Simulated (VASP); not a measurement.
# K (Fm-3m) in VASP: a series of runs

The runs below take K through relaxation of cell and atoms, with PBE+D3(BJ).

All numbers are computed with VASP 6.6.1; they aren't measurements. Logs are shortened: lines on timing, memory, paths and dates and some standing lists are left out, and cuts for length are marked.

### Step 1. The cell of the first run

The structure is cubic, space group Fm-3m (No. 225). Conventional cell: a = 6.478 Å, b = 6.478 Å, c = 6.478 Å, α = 90.00°, β = 90.00°, γ = 90.00°.

### Step 2. Relaxation of cell and atoms, PBE+D3(BJ), target pressure 2 GPa, at which the enthalpy is minimised

Input file INCAR:

```
ALGO     = Fast           # electronic algorithm
EDIFF    = 1E-6           # SCF threshold, eV
EDIFFG   = -0.008         # ionic threshold
ENCUT    = 600            # plane-wave cutoff, eV
GGA      = PE             # functional
IBRION   = 2              # ionic algorithm
ISIF     = 3              # what is computed and relaxed
ISMEAR   = 0              # smearing method
IVDW     = 12             # dispersion correction
LASPH    = True           # aspherical terms in the spheres
LCHARG   = False          # write CHGCAR
LREAL    = False          # projectors in reciprocal space
LWAVE    = False          # write WAVECAR
NELM     = 100            # most SCF steps
NSW      = 70             # ionic steps
PREC     = Accurate       # precision mode
PSTRESS  = 20.0         
SIGMA    = 0.1            # smearing width, eV
```

Input file KPOINTS:

```
k-points
0
Gamma
  12 12 12
```

Input file POSCAR:

```
K
1.0
    0.0000000000      3.2387896672      3.2387896672
    3.2387896672      0.0000000000      3.2387896672
    3.2387896672      3.2387896672      0.0000000000
K
1
Direct
    0.0000000000      0.0000000000      0.0000000000
```

Potentials or basis: VASP PAW PBE potentials, release 64 (K_sv).

On the command line:

```sh
$ cat potpaw_PBE.64/K_sv/POTCAR > POTCAR
$ mpirun -np 1 vasp_std > vasp.out
```

OUTCAR:

```text
EDIFF = 1E-6
   EDIFFG = -0.008
   ENCUT = 600
   GGA = PE
   IBRION = 2
   ISIF = 3
   ISMEAR = 0
   IVDW = 12
   LASPH = True
   LREAL = False
   NELM = 100
   NSW = 70
   PREC = Accurate
   PSTRESS = 20.0
 IVDW          = 12

 ion  position               nearest neighbor table
   1  0.000  0.000  0.000-

  LATTYP: Found a face centered cubic cell.
 ALAT       =     6.4775793344

  Lattice vectors:

 A1 = (   0.0000000000,   3.2387896672,   3.2387896672)
 A2 = (   3.2387896672,   0.0000000000,   3.2387896672)
 A3 = (   3.2387896672,   3.2387896672,   0.0000000000)

Analysis of symmetry for initial positions (statically):
=====================================================================
 Subroutine PRICEL returns:
 Original cell was already a primitive cell.

 Routine SETGRP: Setting up the symmetry group for a
 face centered cubic supercell.

 Subroutine GETGRP returns: Found 48 space group operations
[... 9 lines left out ...]

 Routine SETGRP: Setting up the symmetry group for a
 face centered cubic supercell.

 Subroutine GETGRP returns: Found 48 space group operations
[... 11 lines left out ...]
                                     Primitive cell

  volume of cell :      67.9482

  direct lattice vectors                    reciprocal lattice vectors
     0.000000000  3.238789667  3.238789667    -0.154378657  0.154378657  0.154378657
     3.238789667  0.000000000  3.238789667     0.154378657 -0.154378657  0.154378657
     3.238789667  3.238789667  0.000000000     0.154378657  0.154378657 -0.154378657

  length of vectors
     4.580340273  4.580340273  4.580340273     0.267391678  0.267391678  0.267391678

  position of ions in fractional coordinates (direct lattice)
     0.000000000  0.000000000  0.000000000

  ion indices of the primitive-cell ions
   primitive index   ion index
                 1           1

----------------------------------------------------------------------------------------

 KPOINTS: k-points

Automatic generation of k-mesh.
 Grid dimensions read from file:
 generate k-points for:   12   12   12

 Generating k-lattice:

  Cartesian coordinates                     Fractional coordinates (reciprocal lattice)
    -0.012864888  0.012864888  0.012864888     0.083333333  0.000000000  0.000000000
     0.012864888 -0.012864888  0.012864888     0.000000000  0.083333333  0.000000000
     0.012864888  0.012864888 -0.012864888     0.000000000  0.000000000  0.083333333

  Length of vectors
     0.022282640  0.022282640  0.022282640

  Shift w.r.t. Gamma in fractional coordinates (k-lattice)
     0.000000000  0.000000000  0.000000000

 Subroutine IBZKPT returns following result:
 ===========================================

 Found     72 irreducible k-points:

 Following reciprocal coordinates:
            Coordinates               Weight
  0.000000  0.000000  0.000000      1.000000
  0.083333  0.000000  0.000000      8.000000
  0.166667  0.000000  0.000000      8.000000
  0.250000  0.000000  0.000000      8.000000
  0.333333  0.000000  0.000000      8.000000
  0.416667  0.000000  0.000000      8.000000
[... 16 lines left out ...]
  0.500000  0.166667  0.000000     24.000000
 -0.416667  0.166667  0.000000     24.000000
 [... further k-points ...]
   k-points           NKPTS =     72   k-points in BZ     NKDIM =     72   number of bands    NBANDS=      8
   number of dos      NEDOS =    301   number of ions     NIONS =      1
   total plane-waves  NPLWV =  64000
   dimension x,y,z NGX =    40 NGY =   40 NGZ =   40
   dimension x,y,z NGXF=    80 NGYF=   80 NGZF=   80
   ions per type =               1
   NGX,Y,Z   is equivalent  to a cutoff of  14.52, 14.52, 14.52 a.u.
   NGXF,Y,Z  is equivalent  to a cutoff of  29.04, 29.04, 29.04 a.u.
 SYSTEM =  unknown system
   PREC   = accura    normal or accurate (medium, high low for compatibility)
   ISTART =      0    job   : 0-new  1-cont  2-samecut
   ICHARG =      2    charge: 1-file 2-atom 10-const
   ISPIN  =      1    spin polarized calculation?
   LNONCOLLINEAR =      F non collinear calculations
   LSORBIT =      F    spin-orbit coupling
   LASPH  =      T    aspherical Exc in radial PAW
   ENCUT  =  600.0 eV  44.10 Ry    6.64 a.u.   9.15  9.15  9.15*2*pi/ulx,y,z
   NELM   =    100;   NELMIN=  2; NELMDL= -5     # of ELM steps
   EDIFF  = 0.1E-05   stopping-criterion for ELM
   LREAL  =      F    real-space projection
   EDIFFG = -.8E-02   stopping-criterion for IOM
   NSW    =     70    number of steps for IOM
   IBRION =      2    ionic relax: 0-MD 1-quasi-New 2-CG
   NFREE  =      1    steps in history (QN), initial steepest desc. (CG)
   ISIF   =      3    stress and relaxation
   ISYM   =      2    0-nonsym 1-usesym 2-fastsym
   POTIM  = 0.5000    time-step for ionic-motion
   TEBEG  =    0.0;   TEEND  =   0.0 temperature during run
   PSTRESS=   20.0 pullay stress
   NELECT =       9.0000    total number of electrons
   NUPDOWN=      -1.0000    fix difference up-down
   EMIN   =  10.00;   EMAX   =-10.00  energy-range for DOS
   EFERMI =   0.00;   METHOD = LEGACY
   ISMEAR =     0;   SIGMA  =   0.10  broadening in eV -4-tet -1-fermi 0-gaus
   EFERMI_NEDOS =   21; number of points for ismear=-14 and -15
   IALGO  =     68    algorithm
   IMIX   =      4    mixing-type and parameters
     AMIX     =   0.40;   BMIX     =  1.00
     AMIX_MAG =   1.60;   BMIX_MAG =  1.00
  volume/ion in A,a.u.               =      67.95       458.54
  Fermi-wavevector in a.u.,A,eV,Ry     =   0.834506  1.576988  9.475106  0.696401
  Thomas-Fermi vector in A             =   1.947909
   LORBIT       =      0    0 simple, 1 ext, 2 COOP (PROOUT), +10 PAW based schemes
   GGA     = PE    functional components
   LHFCALC =     F    Hartree Fock is set to
   AEXX    =    0.0000 exact exchange contribution
   IVDW    =    12    specifies the selected vdW correction
   LEPSILON=     F    determine dielectric tensor
   LRPA    =     F    only Hartree local field effects (RPA)
 conjugate gradient relaxation of ions
 non-spin polarized calculation
 RMM-DIIS sequential band-by-band and
 Gauss-broadening in eV      SIGMA  =   0.10
  energy-cutoff  :      600.00
  volume of cell :       67.95
 maximum number of plane-waves:      2285
 NGX is ok and might be reduce to    40
   NGX = 19   NGY = 19   NGZ = 19

--------------------------------------- Ionic step        1  -------------------------------------------

 number of electron       9.0000000 magnetization

 Free energy of the ion-electron system (eV)
  ---------------------------------------------------
  ext. energy  EPLUGINS =         0.00000000
  ---------------------------------------------------
  free energy    TOTEN  =        -1.04403274 eV

  energy without entropy =       -1.04034123  energy(sigma->0) =       -1.04218698

------------------------ aborting loop because EDIFF is reached ----------------------------------------

 Edisp (eV)   -0.12250

 E8    (eV) :    -0.0658

  FORCE on cell =-STRESS in cart. coord.  units (eV):
  Direction    XX          YY          ZZ          XY          YZ          ZX
  --------------------------------------------------------------------------------------
  -------------------------------------------------------------------------------------
  Total       0.02914     0.02914     0.02914     0.00000     0.00000    -0.00000
  in kB       0.68709     0.68709     0.68709     0.00000     0.00000    -0.00000
  external pressure =      -19.31 kB  Pullay stress =       20.00 kB

 VOLUME and BASIS-vectors are now :
 -----------------------------------------------------------------------------
  energy-cutoff  :      600.00
  volume of cell :       67.95
      direct lattice vectors                 reciprocal lattice vectors
     0.000000000  3.238789667  3.238789667    -0.154378657  0.154378657  0.154378657
     3.238789667  0.000000000  3.238789667     0.154378657 -0.154378657  0.154378657
     3.238789667  3.238789667  0.000000000     0.154378657  0.154378657 -0.154378657
[... 171 lines left out ...]
  FREE ENERGIE OF THE ION-ELECTRON SYSTEM (eV)
  ---------------------------------------------------
  free  energy   TOTEN  =        -1.0820934154 eV

  energy  without entropy=       -1.0785211082  energy(sigma->0) =       -1.08030726

  enthalpy is  TOTEN    =        -0.4340765778 eV   P V=        0.6480168376

--------------------------------------- Ionic step        6  -------------------------------------------

 number of electron       9.0000000 magnetization

 Free energy of the ion-electron system (eV)
  ---------------------------------------------------
  ext. energy  EPLUGINS =         0.00000000
  ---------------------------------------------------
  free energy    TOTEN  =        -0.92304031 eV

  energy without entropy =       -0.91946795  energy(sigma->0) =       -0.92125413

 E-fermi :   0.8012     XC(G=0):  -6.5697

 val. band max:        0.7508753152   @ k =   0.5000   0.2500   0.0833
 cond. band min:       0.8191192305   @ k =  -0.4167   0.0833   0.0000
 fundamental gap:      0.0682439152
 Fermi energy:         0.8011823198

 k-point     1 :       0.0000    0.0000    0.0000
  band No.  band energies     occupation
      1     -31.1999      2.00000
      2     -14.5979      2.00000
      3     -14.5979      2.00000
      4     -14.5979      2.00000
      5      -1.8718      2.00000
      6       5.2931      0.00000
      7       5.2931      0.00000
      8       5.2931      0.00000

 k-point     2 :       0.0833    0.0000    0.0000
  band No.  band energies     occupation
      1     -31.1986      2.00000
      2     -14.6130      2.00000
      3     -14.5998      2.00000
      4     -14.5998      2.00000
      5      -1.7615      2.00000
      6       5.0438      0.00000
      7       5.3410      0.00000
      8       5.3410      0.00000
[... 221 lines left out ...]
 k-point    23 :       0.5000    0.1667    0.0000
  band No.  band energies     occupation
      1     -31.1795      2.00000
      2     -14.7930      2.00000
      3     -14.6578      2.00000
      4     -14.6379      2.00000
      5       1.0464      0.00053
      6       2.0967      0.00000
      7       4.2438      0.00000
      8       5.3382      0.00000

 k-point    24 :      -0.4167    0.1667    0.0000
  band No.  band energies     occupation
      1     -31.1792      2.00000
      2     -14.7948      2.00000
      3     -14.6649      2.00000
      4     -14.6335      2.00000
      5       1.3009      0.00000
      6       1.8636      0.00000
      7       4.1794      0.00000
      8       5.3116      0.00000

 [... further k-points ...]

------------------------ aborting loop because EDIFF is reached ----------------------------------------

 Edisp (eV)   -0.15902

 E8    (eV) :    -0.0845

  FORCE on cell =-STRESS in cart. coord.  units (eV):
  Direction    XX          YY          ZZ          XY          YZ          ZX
  --------------------------------------------------------------------------------------
  -------------------------------------------------------------------------------------
  Total       0.64034     0.64034     0.64034     0.00000     0.00000     0.00000
  in kB      19.76387    19.76387    19.76387     0.00000     0.00000     0.00000
  external pressure =       -0.24 kB  Pullay stress =       20.00 kB

 VOLUME and BASIS-vectors are now :
 -----------------------------------------------------------------------------
  energy-cutoff  :      600.00
  volume of cell :       51.91
      direct lattice vectors                 reciprocal lattice vectors
     0.000000000  2.960780945  2.960780945    -0.168874364  0.168874364  0.168874364
     2.960780945  0.000000000  2.960780945     0.168874364 -0.168874364  0.168874364
     2.960780945  2.960780945 -0.000000000     0.168874364  0.168874364 -0.168874364

 POSITION                                       TOTAL-FORCE (eV/Angst)
 -----------------------------------------------------------------------------------
      5.92156      2.96078      2.96078         0.000000      0.000000      0.000000
 -----------------------------------------------------------------------------------
    total drift:                                0.000000      0.000000      0.000000

  FREE ENERGIE OF THE ION-ELECTRON SYSTEM (eV)
  ---------------------------------------------------
  free  energy   TOTEN  =        -1.0820647773 eV

  energy  without entropy=       -1.0784924143  energy(sigma->0) =       -1.08027860

  enthalpy is  TOTEN    =        -0.4340748723 eV   P V=        0.6479899050

 reached required accuracy - stopping structural energy minimisation
```

It took 4 min on 1 thread of Intel Xeon Platinum 8488C (Sapphire Rapids), shared host; peak memory 0.29 GiB.

What came out:

```
Free energy                                            : -1.0821 eV
Relaxed volume                                         : 51.91 Å³/atom
Relaxed cell                                           : a = 4.187 Å, b = 4.187 Å, c = 4.187 Å, α = 60.00°, β = 60.00°, γ = 60.00°
Space group after relaxing (to 0.05 Å)                 : Fm-3m (No. 225)
Energy change on relaxing (the enthalpy is what falls) : +84.5 meV/atom
Ionic steps                                            : 6
Pressure after relaxing                                : 2.0 GPa
Dispersion energy per atom                             : -0.159 eV
```

The path:
| step | energy change (eV) | largest force (eV/Å) | pressure (GPa) | volume (Å³) |
| --- | --- | --- | --- | --- |
| 1 | 0.0000 | 0.0000 | 0.07 | 67.95 |
| 2 | 0.0178 | 0.0000 | 0.71 | 60.21 |
| 3 | 0.0688 | 0.0000 | 1.71 | 53.27 |
| 4 | 0.0882 | 0.0000 | 2.03 | 51.61 |
| 5 | 0.0844 | 0.0000 | 1.96 | 51.91 |
| 6 | 0.0845 | 0.0000 | 1.98 | 51.91 |

Final structure:
```yaml
crystal:
  lattice:
    - [0.00000, 2.96078, 2.96078]
    - [2.96078, 0.00000, 2.96078]
    - [2.96078, 2.96078, 0.00000]
  atoms:
    - { symbol: K, position: [0.00000, 0.00000, 0.00000] }
```

Levels at points of the mesh, in eV from the Fermi level:
```csv
k point,band 3,band 4,band 5,band 6,band 7,band 8
"(0.00, 0.00, 0.00)",-15.40,-15.40,-2.67,4.49,4.49,4.49
"(0.50, 0.00, 0.00)",-15.43,-15.43,0.30,0.78,4.23,4.23
"(0.50, 0.50, 0.00)",-15.48,-15.48,0.70,1.91,2.19,6.35
```

Caveat: the cell is relaxed towards a set pressure, so the enthalpy falls and the energy may rise; the volume moved by over 15 % at a fixed basis, so the end points are rough; pairwise dispersion overbinds metals, which lowers pressure and volume.

### Step 3. Relaxation of cell and atoms, PBE+D3(BJ)

This run uses another cell than the first one, of 69.28 Å³/atom, 1.020 times its volume.

Input file INCAR:

```
SYSTEM = K
PREC = Accurate
ENCUT = 600
EDIFF = 1E-6
ISMEAR = 0
SIGMA = 0.1
LREAL = .False.
LASPH = .True.
NELM = 100
ALGO = Normal
ISIF = 3
LWAVE = .False.
LCHARG = .False.
GGA = PE
IVDW = 12
IBRION = 2
NSW = 100
EDIFFG = -0.005
```

Input file KPOINTS:

```
regular mesh
0
Gamma
  12 12 12
  0 0 0
```

Input file POSCAR:

```
K
1.0
    0.0000000000      3.2597550010      3.2597550010
    3.2597550010      0.0000000000      3.2597550010
    3.2597550010      3.2597550010      0.0000000000
K
1
Direct
    0.0000000000      0.0000000000      0.0000000000
```

Potentials or basis: VASP PAW PBE potentials, release 64 (K_sv).

On the command line:

```sh
$ cat potpaw_PBE.64/K_sv/POTCAR > POTCAR
$ mpirun -np 1 vasp_std > vasp.out
```

It took 48 s on 1 thread of Intel Xeon Platinum 8488C (Sapphire Rapids), shared host; peak memory 0.26 GiB.

Results (log left out):

| Item | Value |
| --- | --- |
| Free energy | -1.1668 eV |
| Relaxed volume | 69.23 Å³/atom |
| Relaxed cell | a = 4.609 Å, b = 4.609 Å, c = 4.609 Å, α = 60.00°, β = 60.00°, γ = 60.00° |
| Space group after relaxing (to 0.05 Å) | Fm-3m (No. 225) |
| Energy gained by relaxing | 0.0 meV/atom |
| Ionic steps | 2 |
| Pressure after relaxing | 0.0 GPa |
| Dispersion energy per atom | -0.120 eV |

Final structure:
```
K
1.0
     0.00000    3.25896    3.25896
     3.25896    0.00000    3.25896
     3.25896    3.25896    0.00000
K
1
Cartesian
  0.0000 0.0000 0.0000
```

Levels at points of the mesh, in eV from the Fermi level:
| k point | band 3 | band 4 | band 5 | band 6 | band 7 | band 8 |
| --- | --- | --- | --- | --- | --- | --- |
| (0.00, 0.00, 0.00) | -15.52 | -15.52 | -2.23 | 4.28 | 4.28 | 4.28 |
| (0.50, 0.00, 0.00) | -15.53 | -15.53 | 0.34 | 0.59 | 4.06 | 4.06 |
| (0.50, 0.50, 0.00) | -15.55 | -15.55 | 0.91 | 1.47 | 2.34 | 5.16 |

Caveat: pairwise dispersion overbinds metals, which lowers pressure and volume.
